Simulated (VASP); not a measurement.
Here is a VASP 6.6.1 calculation.

File INCAR:

```
PREC = Accurate
ENCUT = 520
EDIFF = 1E-6
ISMEAR = 0
SIGMA = 0.1
LREAL = F
LASPH = T
NELM = 80
ALGO = Normal
ISIF = 2
LWAVE = F
LCHARG = F
GGA = PE
NBANDS = 11
```

KPOINTS

```
regular mesh
0
Gamma
  15 15 12
```

The input POSCAR:

```
MgB2
1.0
    2.9805838513      0.0000000000      0.0000000000
   -1.4902919256      2.5812613333      0.0000000000
    0.0000000000      0.0000000000      3.5954029986
Mg B
1 2
Direct
    0.0000000000      0.0000000000      0.0000000000
    0.6666666667      0.3333333333      0.5000000000
    0.3333333333      0.6666666667      0.5000000000
```

Potentials or basis: VASP PAW PBE potentials, release 64 (Mg, B).

Run with:

```console
$ cat potpaw_PBE.64/Mg/POTCAR potpaw_PBE.64/B/POTCAR > POTCAR
$ mpirun -np 1 vasp_std > vasp.out
```

Task: Estimate the band gap on the k mesh.

Result: Zero (band 4 reaches 7.23 eV, above the bottom of band 5 at 3.65 eV).

Task: Predict the pressure.

Result: 9.3 GPa.

Stress tensor (GPa, compression positive):
```
16.21  0.00  0.00
 0.00 16.21  0.00
 0.00  0.00 -4.51
```

Caveat: the cell differs from its parent crystal (biaxial strain in the a-b plane: -3.0 %).
